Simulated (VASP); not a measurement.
A run of VASP 6.6.1:

The input POSCAR:

```
NaH
1.0
   -0.0254199634      2.4013419738      2.4013419738
    2.4013419738     -0.0254199634      2.4013419738
    2.4013419738      2.4013419738     -0.0254199634
Na H
1 1
Direct
    0.0000000000      0.0000000000      0.0000000000
    0.5000000000      0.5000000000      0.5000000000
```

File INCAR.step1:

```
SYSTEM = NaH
PREC = Accurate ; ENCUT = 520
EDIFF = 1E-5 ; ISMEAR = 0
SIGMA = 0.01 ; LREAL = .FALSE.
LASPH = .TRUE. ; NELM = 100
ALGO = Normal ; ISIF = 2
LWAVE = .TRUE. ; LCHARG = .FALSE.
GGA = PE ; NBANDS = 11
```

Contents of INCAR.step2:

```
SYSTEM = NaH
PREC = Accurate ; ENCUT = 520
EDIFF = 1E-6 ; ISMEAR = 0
SIGMA = 0.01 ; LREAL = .FALSE.
LASPH = .TRUE. ; NELM = 100
ALGO = Normal ; ISIF = 2
LWAVE = .FALSE. ; LCHARG = .FALSE.
GGA = PE ; LHFCALC = .TRUE.
HFSCREEN = 0.2079 ; PRECFOCK = Normal
ISTART = 1 ; NBANDS = 11
```

File KPOINTS:

```
Automatic mesh
0
G
  6 6 6
  0 0 0
```

Potentials or basis: VASP PAW PBE potentials, release 64 (Na_pv, H).

Launch:

```sh
$ cat potpaw_PBE.64/Na_pv/POTCAR potpaw_PBE.64/H/POTCAR > POTCAR
$ cp INCAR.step1 INCAR
$ mpirun -np 1 vasp_std > vasp.out
$ cp INCAR.step2 INCAR
$ mpirun -np 1 vasp_std > vasp.out
```

Hardware: 1 thread of Intel Xeon 8259CL, with other jobs on the host.

Question: How long does it take, and how much memory?

Answer: It took 22 min on 1 thread of Intel Xeon 8259CL, with other jobs on the host, peak memory 0.26 GiB. Counts: k points 32.
